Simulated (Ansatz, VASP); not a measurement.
# P: VASP beside Ansatz

```
P
1.0
     2.98595    0.00000    0.00000
    -1.49298    2.58591    0.00000
     0.00000    0.00000   14.78620
P
6
Direct
  0.99218 0.68024 0.91648
  0.31976 0.31194 0.24981
  0.68806 0.00782 0.58314
  0.00782 0.68806 0.41686
  0.68024 0.99218 0.08353
  0.31194 0.31976 0.75019
```

Alike in both runs: task single point; functional PBE; k mesh 6 × 6 × 2; occupations gaussian, width 0.1 eV; no spin polarisation.

|  | VASP | Ansatz |
| --- | --- | --- |
| version | VASP 6.6.1 | Ansatz 0.2.0 |
| potentials or method | VASP PAW PBE potentials, release 64 (P), cutoff 520 eV | scalar-relativistic, plane waves, PAW |
| valence electrons in the cell | 30 | 30 |

|  | VASP | Ansatz | Ansatz less VASP |
| --- | --- | --- | --- |
| gap on the k mesh at the Fermi level (eV) | none | none | - |
| pressure (GPa) | -15.2 | -15.2 | +0.05 |
| traceless stress, the component that is largest in VASP (GPa) | 1.27 | 1.26 | -0.004 |
| rms of the force components (eV/Å) | 0.080 | 0.080 | -0.0003 |

Atom by atom the forces differ by 0.000 eV/Å (rms over components). A gap of «none» marks a metal or a gap that the smearing closes. The functional is the same, so the differences come from potentials, cutoffs and numerics.

The k mesh is coarse, so the values compare programs but aren't converged.
